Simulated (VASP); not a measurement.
# Si6Cl in VASP: further runs, part 2 of 2

VASP 6.6.1. The steps go on from the part before.

**3. Single point, PBE**

INCAR

```
SYSTEM = Si6Cl
  ALGO = Normal
  DIPOL = 0.5 0.5 0.294
  EDIFF = 1E-6
  ENCUT = 520
  GGA = PE
  IDIPOL = 3
  ISIF = 2
  ISMEAR = 0
  LASPH = .True.
  LCHARG = .False.
  LDIPOL = .True.
  LREAL = .False.
  LWAVE = .False.
  NBANDS = 44
  NELM = 100
  PREC = Accurate
  SIGMA = 0.05
```

KPOINTS

```
k-points
0
Gamma
  4 5 1
  0 0 0
```

POSCAR

```
Si6Cl
1.0
    7.7350714036      0.0000000000      0.0000000000
    0.0000000000      5.4695214425      0.0000000000
    0.0000000000      0.0000000000     21.7238418972
Si Cl
12 2
Direct
    0.2500000000      0.0000000000      0.1841294933
    0.7500000000      0.0000000000      0.1841294933
    0.0000000000      0.2500000000      0.1841294933
    0.5000000000      0.2500000000      0.1841294933
    0.0000000000      0.5024402289      0.2710384085
    0.5000000000      0.5024402289      0.2710384085
    0.2500000000      0.7475597711      0.2710384085
    0.7500000000      0.7475597711      0.2710384085
    0.2500000000      0.0098635104      0.3555467736
    0.7500000000      0.0098635104      0.3555467736
    0.0000000000      0.2401364896      0.3555467736
    0.5000000000      0.2401364896      0.3555467736
    0.0000000000      0.8361737260      0.4365637507
    0.0000000000      1.1835532948      0.4365637507
```

Potentials or basis: VASP PAW PBE potentials, release 64 (Si, Cl).

Launch:

```bash
$ cat potpaw_PBE.64/Si/POTCAR potpaw_PBE.64/Cl/POTCAR > POTCAR
$ mpirun -np 1 vasp_std > vasp.out
```

OUTCAR:

```text
SYSTEM = Si6Cl
   EDIFF = 1E-6
   ENCUT = 520
   GGA = PE
   ISIF = 2
   ISMEAR = 0
   LASPH = .True.
   LREAL = .False.
   NELM = 100
   PREC = Accurate

 ion  position               nearest neighbor table
   1  0.250  0.000  0.184-   7 2.34   4 2.37   3 2.37
   2  0.750  0.000  0.184-   8 2.34   4 2.37   3 2.37
   3  0.000  0.250  0.184-   5 2.34   2 2.37   1 2.37
   4  0.500  0.250  0.184-   6 2.34   2 2.37   1 2.37
   5  0.000  0.502  0.271-  11 2.33   3 2.34   8 2.35   7 2.35
   6  0.500  0.502  0.271-  12 2.33   4 2.34   8 2.35   7 2.35
   7  0.250  0.748  0.271-   9 2.33   1 2.34   6 2.35   5 2.35
   8  0.750  0.748  0.271-  10 2.33   2 2.34   6 2.35   5 2.35
   9  0.250  0.010  0.356-  11 2.31  12 2.31   7 2.33  14 2.78  13 2.78
  10  0.750  0.010  0.356-  11 2.31  12 2.31   8 2.33  14 2.78  13 2.78
  11  0.000  0.240  0.356-  14 1.79  10 2.31   9 2.31   5 2.33  13 2.82
  12  0.500  0.240  0.356-   9 2.31  10 2.31   6 2.33
  13  0.000  0.836  0.437-  14 1.90  10 2.78   9 2.78  11 2.82
  14  0.000  0.184  0.437-  11 1.79  13 1.90   9 2.78  10 2.78

  LATTYP: Found a simple orthorhombic cell.
 ALAT       =     5.4695214425
 B/A-ratio  =     1.4142135624
 C/A-ratio  =     3.9717993842
[... 622 lines left out ...]
  --------------------------------------------------------------------------------------
  -------------------------------------------------------------------------------------
  Total        4.4307086     19.0373012     21.8761534      0.0000000     -4.0792727      0.0000000
  in kB        7.7238438     33.1868225     38.1356587      0.0000000     -7.1112022      0.0000000
  external PRESSURE =      26.3487750 kB  Pullay stress =       0.0000000 kB

 VOLUME and BASIS-vectors are now :
 -----------------------------------------------------------------------------
  energy-cutoff  :      520.00
  volume of cell :      919.07
      direct lattice vectors                 reciprocal lattice vectors
     7.735071404  0.000000000  0.000000000     0.129281289  0.000000000  0.000000000
     0.000000000  5.469521442  0.000000000     0.000000000  0.182831352  0.000000000
     0.000000000  0.000000000 21.723841897     0.000000000  0.000000000  0.046032373

 POSITION                                       TOTAL-FORCE (eV/Angst)
 -----------------------------------------------------------------------------------
      1.93377      0.00000      4.00000         0.051118      0.612335      0.145712
      5.80130      0.00000      4.00000        -0.051118      0.612335      0.145712
      0.00000      1.36738      4.00000         0.000000     -0.426375     -0.047986
      3.86754      1.36738      4.00000         0.000000     -0.595792     -0.085687
      0.00000      2.74811      5.88800         0.000000      0.380651     -0.473714
      3.86754      2.74811      5.88800         0.000000      0.078763     -0.132527
      1.93377      4.08879      5.88800         0.149171     -0.053633      0.058849
      5.80130      4.08879      5.88800        -0.149171     -0.053633      0.058849
      1.93377      0.05395      7.72384         1.050862     -0.464832     -1.331157
      5.80130      0.05395      7.72384        -1.050862     -0.464832     -1.331157
      0.00000      1.31343      7.72384         0.000000      1.789528     -9.401908
      3.86754      1.31343      7.72384         0.000000      0.106912      0.114646
      0.00000      4.57347      9.48384         0.000000     -8.974555      1.335785
      0.00000      1.00395      9.48384         0.000000      7.453128     10.944581
 -----------------------------------------------------------------------------------
    total drift:                               -0.000000      0.000282      0.000341

  FREE ENERGIE OF THE ION-ELECTRON SYSTEM (eV)
  ---------------------------------------------------
  free  energy   TOTEN  =       -56.9039377968 eV

  energy  without entropy=      -56.8868011819  energy(sigma->0) =      -56.89536949

 vacuum level on the upper side and lower side of the slab         2.718         3.270
```

stdout:

```text
POSCAR found type information on POSCAR SiCl
 POSCAR found :  2 types and      14 ions
 scaLAPACK will be used
 LDA part: xc-table for (Slater+PW92), standard interpolation
 POSCAR, INCAR and KPOINTS ok, starting setup
 FFT: planning ... GRIDC
 FFT: planning ... GRID_SOFT
 FFT: planning ... GRID
 WAVECAR not read
 entering main loop
```

It took 30 min on 1 thread of Intel Xeon 8259CL, shared host; peak memory 0.94 GiB.

Results:

```yaml
Free_energy: -56.9039 eV
Largest_force: 13.241 eV/Å
Band_gap_on_the_k_mesh: zero (bands 31 and 32 overlap by 0.08 eV)
```

Forces in eV/Å, atoms in the order of the input:
```
Si   0.051  0.612  0.146
Si  -0.051  0.612  0.146
Si   0.000 -0.426 -0.048
Si   0.000 -0.596 -0.086
Si   0.000  0.381 -0.474
Si   0.000  0.079 -0.133
Si   0.149 -0.054  0.059
Si  -0.149 -0.054  0.059
Si   1.051 -0.465 -1.331
Si  -1.051 -0.465 -1.331
Si   0.000  1.790 -9.402
Si   0.000  0.107  0.115
Cl   0.000 -8.975  1.336
Cl   0.000  7.453 10.945
```

**4. Single point, PBE**

INCAR

```
ALGO = Normal
DIPOL = 0.5 0.5 0.300
EDIFF = 1E-7
ENCUT = 520
GGA = PE
IDIPOL = 3
ISIF = 2
ISMEAR = 0
LASPH = T
LCHARG = F
LDIPOL = T
LREAL = F
LWAVE = F
NBANDS = 44
NELM = 100
PREC = Accurate
SIGMA = 0.05
```

KPOINTS

```
k-points
0
Gamma
  4 5 1
```

POSCAR, as its differences from that of step 3:

```diff
@@ -20,3 +20,3 @@
     0.5000000000      0.2401364896      0.3555467736
-    0.0000000000      0.8361737260      0.4365637507
-    0.0000000000      1.1835532948      0.4365637507
+    0.0000000000      0.8361737260      0.4752309442
+    0.0000000000      1.1835532948      0.4752309442
```

Launch:

```bash
$ cat potpaw_PBE.64/Si/POTCAR potpaw_PBE.64/Cl/POTCAR > POTCAR
$ mpirun -np 1 vasp_std > vasp.out
```

Wall time 24 min (1 thread of Intel Xeon 8259CL, shared host); peak memory 0.96 GiB.

Results (log left out):

| Quantity | Value |
| --- | --- |
| Free energy | -59.9487 eV |
| Largest force | 4.121 eV/Å |
| Band gap on the k mesh | zero (bands 31 and 32 overlap by 0.19 eV) |

Forces in eV/Å, atoms in the order of the input:
```
Si   0.151  0.593  0.126
Si  -0.151  0.593  0.126
Si   0.000 -0.401  0.087
Si   0.000 -0.633 -0.109
Si   0.000  0.206 -0.156
Si   0.000  0.076 -0.018
Si   0.050 -0.057  0.043
Si  -0.050 -0.057  0.043
Si   0.351 -0.185 -0.312
Si  -0.351 -0.185 -0.312
Si   0.000  0.119 -0.372
Si   0.000  0.050  0.058
Cl   0.000 -4.106  0.352
Cl   0.000  3.988  0.445
```

Levels at points of the mesh, in eV from the Fermi level:
```tsv
k point	band 29	band 30	band 31	band 32	band 33	band 34
(0.00, 0.00, 0.00)	-0.56	-0.43	-0.34	0.23	0.45	0.66
(0.50, 0.00, 0.00)	-0.73	-0.25	-0.16	-0.14	0.02	1.51
```

**5. Overview**

```csv
cell,gap on the mesh (eV),largest force (eV/Å)
"as given, atomic positions A",none,2.62
"as given, atomic positions B",none,13.24
"as given, atomic positions C",none,4.12
```

Alike in all rows: task single point; level PBE; potentials or basis VASP PAW PBE potentials, release 64 (Si, Cl); no spin polarisation; k mesh 4 × 5 × 1; cutoff (eV) 520; smearing gaussian 0.05 eV.

Total energies depend on the potentials used, so only differences within one code and one set of settings carry meaning.
